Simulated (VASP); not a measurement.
# Mn (Fm-3m) in VASP: single point with PBE

Aim: the single point of Mn with PBE.

Everything below comes from runs of VASP 6.6.1. Logs are shortened: lines on timing, memory, paths and dates and some standing lists are left out, and cuts for length are marked.

### 1 The cell of the first run

The structure is cubic, space group Fm-3m (No. 225). Conventional cell: a = 3.459 Å, b = 3.459 Å, c = 3.459 Å, α = 90.00°, β = 90.00°, γ = 90.00°. Mn (site symmetry m-3m) has 12 Mn at 2.45 Å within 3.2 Å.

### 2 Single point, PBE, collinear spin, zero start

INCAR

```
PREC = Accurate
ENCUT = 500
EDIFF = 1E-6
ISMEAR = -1
SIGMA = 0.1
LREAL = False
LASPH = True
NELM = 200
ALGO = Normal
ISIF = 2
LWAVE = False
LCHARG = False
ISPIN = 2
MAGMOM = 0
LORBIT = 11
LMAXMIX = 4
GGA = PE
NBANDS = 16
GGA_COMPAT = False
```

KPOINTS

```
Automatic mesh
0
Gamma
  8 8 8
```

POSCAR

```
Mn
1.0
    0.0000000000      1.7295000000      1.7295000000
    1.7295000000      0.0000000000      1.7295000000
    1.7295000000      1.7295000000      0.0000000000
Mn
1
Direct
    0.0000000000      0.0000000000      0.0000000000
```

Potentials or basis: VASP PAW PBE potentials, release 64 (Mn_pv).

Launch:

```sh
$ cat potpaw_PBE.64/Mn_pv/POTCAR > POTCAR
$ mpirun -np 1 vasp_std > vasp.out
```

OUTCAR:

```text
PREC = Accurate
   ENCUT = 500
   EDIFF = 1E-6
   ISMEAR = -1
   LREAL = False
   LASPH = True
   NELM = 200
   ISIF = 2
   ISPIN = 2
   LORBIT = 11
   GGA = PE

 ion  position               nearest neighbor table
   1  0.000  0.000  0.000-

  LATTYP: Found a face centered cubic cell.
 ALAT       =     3.4590000000

  Lattice vectors:

 A1 = (   0.0000000000,   1.7295000000,   1.7295000000)
 A2 = (   1.7295000000,   0.0000000000,   1.7295000000)
 A3 = (   1.7295000000,   1.7295000000,   0.0000000000)

Analysis of symmetry for initial positions (statically):
=====================================================================
 Subroutine PRICEL returns:
 Original cell was already a primitive cell.

 Routine SETGRP: Setting up the symmetry group for a
 face centered cubic supercell.

 Subroutine GETGRP returns: Found 48 space group operations
 (whereof 48 operations were pure point group operations)
 out of a pool of 48 trial point group operations.

The static configuration has the point symmetry O_h .

Analysis of symmetry for dynamics (positions and initial velocities):
=====================================================================
 Subroutine PRICEL returns:
 Original cell was already a primitive cell.

 Routine SETGRP: Setting up the symmetry group for a
 face centered cubic supercell.

 Subroutine GETGRP returns: Found 48 space group operations
 (whereof 48 operations were pure point group operations)
 out of a pool of 48 trial point group operations.

The dynamic configuration has the point symmetry O_h .

Analysis of structural, dynamic, and magnetic symmetry:
=====================================================================
 Subroutine PRICEL returns:
 Original cell was already a primitive cell.

 Routine SETGRP: Setting up the symmetry group for a
 face centered cubic supercell.

 Subroutine GETGRP returns: Found 48 space group operations
 (whereof 48 operations were pure point group operations)
 out of a pool of 48 trial point group operations.

The overall configuration has the point symmetry O_h .

 Subroutine INISYM returns: Found 48 space group operations
 (whereof 48 operations are pure point group operations),
 and found     1 'primitive' translations

----------------------------------------------------------------------------------------

                                     Primitive cell

  volume of cell :      10.3465
[... 96 lines left out ...]
   TEBEG  =    0.0;   TEEND  =   0.0 temperature during run
   PSTRESS=    0.0 pullay stress
   NELECT =      13.0000    total number of electrons
   NUPDOWN=      -1.0000    fix difference up-down
   EMIN   =  10.00;   EMAX   =-10.00  energy-range for DOS
   EFERMI =   0.00;   METHOD = LEGACY
   ISMEAR =    -1;   SIGMA  =   0.10  broadening in eV -4-tet -1-fermi 0-gaus
   EFERMI_NEDOS =   21; number of points for ismear=-14 and -15
   IALGO  =     38    algorithm
   IMIX   =      4    mixing-type and parameters
     AMIX     =   0.40;   BMIX     =  1.00
     AMIX_MAG =   1.60;   BMIX_MAG =  1.00
  volume/ion in A,a.u.               =      10.35        69.82
  Fermi-wavevector in a.u.,A,eV,Ry     =   1.766548  3.338291 42.459579  3.120691
  Thomas-Fermi vector in A             =   2.834109
   LORBIT       =     11    0 simple, 1 ext, 2 COOP (PROOUT), +10 PAW based schemes
   GGA     = PE    functional components
   LHFCALC =     F    Hartree Fock is set to
   AEXX    =    0.0000 exact exchange contribution
   IVDW    =     0    specifies the selected vdW correction
   LEPSILON=     F    determine dielectric tensor
   LRPA    =     F    only Hartree local field effects (RPA)
 spin polarized calculation
  energy-cutoff  :      500.00
  volume of cell :       10.35
 maximum number of plane-waves:       274
 NGX is ok and might be reduce to    18
   NGX =  9   NGY =  9   NGZ =  9

 number of electron      13.0000015 magnetization       0.0000000

 number of electron      13.0000016 magnetization      -0.0000038

 Free energy of the ion-electron system (eV)
  ---------------------------------------------------
  ext. energy  EPLUGINS =         0.00000000
  ---------------------------------------------------
  free energy    TOTEN  =        -8.92529488 eV

  energy without entropy =       -8.87538878  energy(sigma->0) =       -8.90034183

 E-fermi :  11.0928     XC(G=0): -14.2506

 val. band max:       10.9374138335   @ k =  -0.3750   0.5000   0.1250
 cond. band min:      11.1254648027   @ k =  -0.1250   0.1250   0.0000
 fundamental gap:      0.1880509692
 Fermi energy:        11.0928237703

 spin component 1

 k-point     1 :       0.0000    0.0000    0.0000
  band No.  band energies     occupation
      1     -36.5559      1.00000
      2     -36.5559      1.00000
      3     -36.5559      1.00000
      4       2.5737      1.00000
      5       9.8520      1.00000
      6       9.8520      1.00000
[... 435 lines left out ...]
      5       8.3939      1.00000
      6       9.6034      1.00000
[... 8 lines left out ...]
     15      42.9597      0.00000
     16      48.4015      0.00000

 [... further k-points ...]

 spin component 2

 k-point     1 :       0.0000    0.0000    0.0000
  band No.  band energies     occupation
      1     -36.5559      1.00000
      2     -36.5559      1.00000
      3     -36.5559      1.00000
      4       2.5737      1.00000
      5       9.8520      1.00000
      6       9.8520      1.00000
[... 435 lines left out ...]
      5       8.3939      1.00000
      6       9.6034      1.00000
[... 8 lines left out ...]
     15      42.9597      0.00000
     16      48.4015      0.00000

 [... further k-points ...]
[... 5 lines left out ...]
  --------------------------------------------------------------------------------------
  -------------------------------------------------------------------------------------
  Total        0.7400797      0.7400797      0.7400797      0.0000000      0.0000000      0.0000000
  in kB      114.6033678    114.6033678    114.6033678      0.0000000      0.0000000      0.0000000
  external PRESSURE =     114.6033678 kB  Pullay stress =       0.0000000 kB

 VOLUME and BASIS-vectors are now :
 -----------------------------------------------------------------------------
  energy-cutoff  :      500.00
  volume of cell :       10.35
      direct lattice vectors                 reciprocal lattice vectors
     0.000000000  1.729500000  1.729500000    -0.289100896  0.289100896  0.289100896
     1.729500000  0.000000000  1.729500000     0.289100896 -0.289100896  0.289100896
     1.729500000  1.729500000  0.000000000     0.289100896  0.289100896 -0.289100896

 POSITION                                       TOTAL-FORCE (eV/Angst)
 -----------------------------------------------------------------------------------
      0.00000      0.00000      0.00000         0.000000      0.000000      0.000000
 -----------------------------------------------------------------------------------
    total drift:                                0.000000     -0.000000      0.000000

  FREE ENERGIE OF THE ION-ELECTRON SYSTEM (eV)
  ---------------------------------------------------
  free  energy   TOTEN  =        -8.9252948759 eV

  energy  without entropy=       -8.8753887808  energy(sigma->0) =       -8.90034183

 total charge

# of ion       s       p       d       tot
------------------------------------------
    1        0.443   6.428   5.193  12.063

 magnetization (x)

# of ion       s       p       d       tot
------------------------------------------
    1        0.000   0.000  -0.000  -0.000
```

stdout:

```text
POSCAR found type information on POSCAR Mn
 POSCAR found :  1 types and       1 ions
 scaLAPACK will be used
 LDA part: xc-table for (Slater+PW92), standard interpolation
 POSCAR, INCAR and KPOINTS ok, starting setup
 FFT: planning ... GRIDC
 FFT: planning ... GRID_SOFT
 FFT: planning ... GRID
 WAVECAR not read
 entering main loop
```

Wall time 14 s (1 thread of Intel Xeon Platinum 8375C at 2.90GHz (Ice Lake), shared host); peak memory 0.12 GiB.

What came out:

```yaml
Free_energy: -8.9253 eV
Pressure: 11.5 GPa
Net_moment: 0.00 μB per cell
Valence_electrons_inside_the_program's_atomic_spheres: Mn 12.06
```

Levels at points of the mesh, in eV from the Fermi level:
Spin up:
| k point | band 4 | band 5 | band 6 | band 7 | band 8 | band 9 | band 10 | band 11 |
| --- | --- | --- | --- | --- | --- | --- | --- | --- |
| (0.00, 0.00, 0.00) | -8.52 | -1.24 | -1.24 | -1.24 | 0.55 | 0.55 | 21.60 | 27.68 |
| (0.50, 0.00, 0.00) | -4.77 | -1.37 | -1.37 | 0.50 | 1.78 | 1.78 | 9.44 | 20.42 |
| (0.50, 0.50, 0.00) | -5.01 | -4.16 | 1.74 | 2.11 | 2.11 | 3.65 | 12.72 | 16.29 |
Spin down:
| k point | band 5 | band 6 | band 7 | band 8 | band 9 | band 10 |
| --- | --- | --- | --- | --- | --- | --- |
| (0.00, 0.00, 0.00) | -1.24 | -1.24 | -1.24 | 0.55 | 0.55 | 21.60 |
| (0.50, 0.00, 0.00) | -1.37 | -1.37 | 0.50 | 1.78 | 1.78 | 9.44 |
| (0.50, 0.50, 0.00) | -4.16 | 1.74 | 2.11 | 2.11 | 3.65 | 12.72 |

Caveat: the k points lie up to 0.39 Å⁻¹ apart.
